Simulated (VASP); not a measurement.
# MoS2 (R3m) in VASP: further runs, part 2 of 2

VASP 6.6.1. Earlier steps stand in the parts before.

## Step 4: Single point, PBE

This run uses another cell than the first one, of 17.26 Å³/atom, 1.058 times its volume.

Contents of INCAR:

```
PREC = Accurate
ENCUT = 520
EDIFF = 1E-6
ISMEAR = -1
SIGMA = 0.1
LREAL = F
LASPH = T
NELM = 100
ALGO = Normal
ISIF = 2
LWAVE = F
LCHARG = F
GGA = PE
NBANDS = 20
```

Contents of KPOINTS:

```
regular mesh
0
Gamma
  11 11 11
```

Contents of POSCAR:

```
MoS2
1.0
    1.5658288330      0.9040312768      6.0948400780
   -1.5658288330      0.9040312768      6.0948400780
    0.0000000000     -1.8080635445      6.0948400780
Mo S
1 2
Direct
    0.0000000000      0.0000000000      0.0000000000
    0.2500000000      0.2500000000      0.2500000000
    0.4170000000      0.4170000000      0.4170000000
```

Potentials or basis: VASP PAW PBE potentials, release 64 (Mo_sv, S).

Command:

```sh
> cat potpaw_PBE.64/Mo_sv/POTCAR potpaw_PBE.64/S/POTCAR > POTCAR
> mpirun -np 1 vasp_std > vasp.out
```

OUTCAR:

```text
PREC = Accurate
   ENCUT = 520
   EDIFF = 1E-6
   ISMEAR = -1
   LREAL = F
   LASPH = T
   NELM = 100
   ISIF = 2
   GGA = PE

 ion  position               nearest neighbor table
   1  0.000  0.000  0.000-   2 2.36   2 2.36   2 2.36   3 2.37   3 2.37   3 2.37
   2  0.250  0.250  0.250-   1 2.36   1 2.36   1 2.36
   3  0.417  0.417  0.417-   1 2.37   1 2.37   1 2.37

  LATTYP: Found a trigonal (rhomboedric) cell.
 ALAT       =     6.3573711595
 COS(alpha) =     0.8786713312

  Lattice vectors:

[... 193 lines left out ...]
      6      -5.4739      2.00000
[... 541 lines left out ...]
     19      16.4181      0.00000
     20      17.2125      0.00000

 [... further k-points ...]
[... 5 lines left out ...]
  --------------------------------------------------------------------------------------
  -------------------------------------------------------------------------------------
  Total        2.8921974      2.8921968      3.8067899      0.0000000     -0.0000002      0.0000000
  in kB       89.5152549     89.5152369    117.8224422      0.0000000     -0.0000064      0.0000000
  external PRESSURE =      98.9509780 kB  Pullay stress =       0.0000000 kB

 VOLUME and BASIS-vectors are now :
 -----------------------------------------------------------------------------
  energy-cutoff  :      520.00
  volume of cell :       51.77
      direct lattice vectors                 reciprocal lattice vectors
     1.565828833  0.904031277  6.094840078     0.319319704  0.184359336  0.054691081
    -1.565828833  0.904031277  6.094840078    -0.319319704  0.184359336  0.054691081
     0.000000000 -1.808063544  6.094840078     0.000000000 -0.368718672  0.054691051

 POSITION                                       TOTAL-FORCE (eV/Angst)
 -----------------------------------------------------------------------------------
      0.00000      0.00000      0.00000         0.000000     -0.000000      0.091805
      0.00000     -0.00000      4.57113         0.000000      0.000000     -0.987711
      0.00000     -0.00000      7.62464         0.000000     -0.000000      0.895906
 -----------------------------------------------------------------------------------
    total drift:                                0.000000     -0.000003      0.000116

  FREE ENERGIE OF THE ION-ELECTRON SYSTEM (eV)
  ---------------------------------------------------
  free  energy   TOTEN  =       -21.7227521972 eV

  energy  without entropy=      -21.7224341032  energy(sigma->0) =      -21.72259315
```

OSZICAR:

```text
N       E                     dE             d eps       ncg     rms          rms(c)
DAV:   1     0.183104530002E+03    0.18310E+03   -0.13568E+04  5864   0.123E+03
DAV:   2    -0.159193390068E+02   -0.19902E+03   -0.19344E+03  7096   0.318E+02
DAV:   3    -0.230247229544E+02   -0.71054E+01   -0.70402E+01  7168   0.564E+01
DAV:   4    -0.231049053985E+02   -0.80182E-01   -0.80139E-01  7084   0.639E+00
DAV:   5    -0.231061574207E+02   -0.12520E-02   -0.12519E-02  7384   0.773E-01    0.268E+01
DAV:   6    -0.220295219990E+02    0.10766E+01   -0.90000E+00  6236   0.188E+01    0.947E+00
DAV:   7    -0.218195793578E+02    0.20994E+00   -0.31684E+00  6000   0.106E+01    0.642E+00
DAV:   8    -0.217225004336E+02    0.97079E-01   -0.50018E-01  6584   0.444E+00    0.185E+00
DAV:   9    -0.217238226068E+02   -0.13222E-02   -0.19722E-02  6868   0.896E-01    0.675E-01
DAV:  10    -0.217227147082E+02    0.11079E-02   -0.72684E-03  6524   0.571E-01    0.109E-01
DAV:  11    -0.217227571114E+02   -0.42403E-04   -0.51162E-04  6904   0.160E-01    0.800E-02
DAV:  12    -0.217227396803E+02    0.17431E-04   -0.52383E-05  6660   0.409E-02    0.240E-02
DAV:  13    -0.217227521017E+02   -0.12421E-04   -0.18239E-05  6212   0.250E-02    0.920E-03
DAV:  14    -0.217227521972E+02   -0.95533E-07   -0.75915E-07  4764   0.571E-03
   1 F= -.21722752E+02 E0= -.21722593E+02  d E =-.318094E-03
```

stdout:

```text
POSCAR found type information on POSCAR MoS
 POSCAR found :  2 types and       3 ions
 scaLAPACK will be used
 LDA part: xc-table for (Slater+PW92), standard interpolation
 POSCAR, INCAR and KPOINTS ok, starting setup
 FFT: planning ... GRIDC
 FFT: planning ... GRID_SOFT
 FFT: planning ... GRID
 WAVECAR not read
 entering main loop
```

Run time: 3.6 min. Hardware: 1 thread of AMD EPYC 9R45 (Zen 5), shared host; peak memory 0.37 GiB.

Results:

```yaml
Free_energy: -21.7228 eV
Pressure: 9.9 GPa
Largest_force: 0.988 eV/Å
Band_gap_on_the_k_mesh: 0.92 eV, indirect (least direct gap 1.97 eV)
```

Forces in eV/Å, atoms in the order of the input:
```
Mo   0.000  0.000  0.092
S    0.000  0.000 -0.988
S    0.000  0.000  0.896
```

Stress tensor (GPa, compression positive):
```
 8.95  0.00  0.00
 0.00  8.95  0.00
 0.00  0.00 11.78
```

Levels at points of the mesh, in eV from the valence-band top:
```csv
k point,band 11,band 12,band 13,band 14,band 15,band 16
"(0.00, 0.00, 0.00)",-2.41,-1.30,-1.24,2.07,2.07,2.53
```

## Step 5: The runs side by side

| cell | gap on the mesh (eV) | pressure (GPa) | largest force (eV/Å) |
| --- | --- | --- | --- |
| a = 6.239 Å, angles 28.5°, 3 atoms | 0.87 | 21.5 | 2.11 |
| a = 6.299 Å, angles 28.5°, 3 atoms | 0.90 | 15.3 | 1.52 |
| a = 6.357 Å, angles 28.5°, 3 atoms | 0.92 | 9.9 | 0.99 |

Alike in all rows: task single point; level PBE; potentials or basis VASP PAW PBE potentials, release 64 (Mo_sv, S); no spin polarisation; k mesh 11 × 11 × 11; cutoff (eV) 520; smearing fermi-dirac 0.1 eV.

Caveats: forces of over 1 eV/Å act on the atoms, so gaps and moduli don't describe the material at rest (some runs).

Absolute energies hang on the potentials; compare differences alone.
